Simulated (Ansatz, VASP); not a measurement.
Au: VASP beside Ansatz

```
Au
1.0
     0.00000    2.04063    2.04063
     2.04063    0.00000    2.04063
     2.04063    2.04063    0.00000
Au
1
Cartesian
  0.0000 0.0000 0.0000
```

Alike in both runs: functional PBEsol; k mesh 13 × 13 × 13; occupations fermi-dirac, width 0.1 eV; no spin polarisation.

Ansatz relaxed the structure, and its values are those at the end. VASP's run is a single point on that final structure, the one shown.

|  | VASP | Ansatz |
| --- | --- | --- |
| version | VASP 6.6.1 | Ansatz 0.2.0 |
| potentials or method | VASP PAW PBE potentials, release 64 (Au), cutoff 500 eV | plane waves (420 eV) with PAW, scalar-relativistic |
| valence electrons in the cell | 11 | 19 |

Ansatz gave:

| Item | Value |
| --- | --- |
| pressure (GPa) | 0.0 |

Q: Estimate VASP's values.

A: Pressure (GPa): -0.3.

VASP's potentials were made for PBE, not for PBEsol, and Ansatz warns of the same on its side. VASP's potentials hold 11 valence electrons a cell and Ansatz's 19, so a difference there can come from the potentials and not from the codes.

Spin-orbit coupling is off throughout.
